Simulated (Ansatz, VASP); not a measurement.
**One calculation of GaAs, two programs**

```
CELL_PARAMETERS angstrom
0.00000 2.66691 2.66691
2.66691 0.00000 2.66691
2.66691 2.66691 0.00000
ATOMIC_POSITIONS crystal
Ga 0.00000 0.00000 0.00000
As 0.25000 0.25000 0.25000
```

Alike in both runs: task single point; functional PBE; k mesh 12 × 12 × 12; occupations gaussian, width 0.02 eV; no spin polarisation.

|  | VASP | Ansatz |
| --- | --- | --- |
| version | VASP 6.6.1 | Ansatz 0.2.0 |
| potentials or method | VASP PAW PBE potentials, release 64 (Ga_d, As), cutoff 500 eV | scalar-relativistic, plane waves, PAW |
| valence electrons in the cell | 18 | 28 |

|  | VASP | Ansatz | Ansatz less VASP |
| --- | --- | --- | --- |
| gap on the k mesh at the Fermi level (eV) | 1.07 | 1.08 | +0.011 |
| least direct gap on the mesh (eV) | 1.91 | 1.90 | -0.016 |
| pressure (GPa) | 23.1 | 22.7 | -0.33 |

VASP's potentials hold 18 valence electrons a cell and Ansatz's 28, so a difference there can come from the potentials and not from the codes.
